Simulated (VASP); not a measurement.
# AlN: relaxation of cell and atoms with PBE

Crystal: AlN.

```
Al N
1.0
     3.11775    0.00000    0.00000
    -1.55887    2.70005    0.00000
     0.00000    0.00000   15.19519
Al N
6 6
Direct
  0.00000 0.00000 0.18763
  0.00000 0.00000 0.68763
  0.33333 0.66667 0.52054
  0.66667 0.33333 0.02054
  0.33333 0.66667 0.85339
  0.66667 0.33333 0.35339
  0.00000 0.00000 0.31279
  0.00000 0.00000 0.81279
  0.33333 0.66667 0.97926
  0.66667 0.33333 0.47926
  0.33333 0.66667 0.64638
  0.66667 0.33333 0.14638
```

| Property | Result |
| --- | --- |
| Program | VASP 6.6.1 |
| Task | relaxation of cell and atoms |
| Functional | PBE |
| Potentials or basis | VASP PAW PBE potentials, release 64 (Al, N) |
| Cutoff | 600 eV |
| k mesh | 12 × 12 × 2 |
| Occupations | gaussian, width 0.02 eV |
| Spin | no spin polarisation |
| Dipole correction | no |
| Further INCAR settings | ALGO = Normal; EDIFF = 1e-07; IBRION = 2; EDIFFG = -0.01; NSW = 100; ISIF = 3 |

| Quantity | Value |
| --- | --- |
| Relaxed volume | 10.64 Å³/atom |
| Relaxed cell | a = 3.116 Å, b = 3.116 Å, c = 15.187 Å, α = 90.00°, β = 90.00°, γ = 120.00° |
| Space group after relaxing (to 0.05 Å) | P6_3mc (No. 186) |
| Energy gained by relaxing | 0.0 meV/atom |
| Ionic steps | 3 |
| Pressure after relaxing | 0.0 GPa |
| Band gap on the k mesh | 3.80 eV, indirect (least direct gap 4.02 eV) |

Step by step:
```tsv
step	energy change (eV)	largest force (eV/Å)	pressure (GPa)	volume (Å³)
1	0.0000	0.0039	-0.30	127.91
2	-0.0001	0.0010	0.26	127.54
3	-0.0002	0.0018	0.01	127.71
```

Final structure:
```
Al N
1.0
     3.11605    0.00000    0.00000
    -1.55802    2.69858    0.00000
     0.00000    0.00000   15.18739
Al N
6 6
Direct
  0.00000 0.00000 0.18763
  0.00000 0.00000 0.68763
  0.33333 0.66667 0.52055
  0.66667 0.33333 0.02055
  0.33333 0.66667 0.85339
  0.66667 0.33333 0.35339
  0.00000 0.00000 0.31279
  0.00000 0.00000 0.81279
  0.33333 0.66667 0.97926
  0.66667 0.33333 0.47926
  0.33333 0.66667 0.64637
  0.66667 0.33333 0.14637
```

Levels at points of the mesh, in eV from the valence-band top:
| k point | band 21 | band 22 | band 23 | band 24 | band 25 | band 26 | band 27 | band 28 |
| --- | --- | --- | --- | --- | --- | --- | --- | --- |
| (0.00, 0.00, 0.00) | -0.18 | -0.06 | -0.06 | 0.00 | 4.02 | 5.39 | 5.53 | 6.66 |
| (0.50, 0.00, 0.00) | -0.93 | -0.90 | -0.77 | -0.54 | 3.80 | 4.25 | 5.53 | 5.70 |
| (0.00, 0.00, 0.50) | -0.09 | -0.09 | -0.09 | -0.09 | 4.51 | 4.51 | 6.28 | 6.28 |
| (0.50, 0.00, 0.50) | -0.87 | -0.87 | -0.64 | -0.64 | 3.97 | 3.97 | 5.71 | 5.71 |

It took 3.4 min on 1 thread of Intel(R) Xeon(R) 6975P-C (Granite Rapids) (shared host), peak memory 0.38 GiB.

A k mesh can miss the band edges.
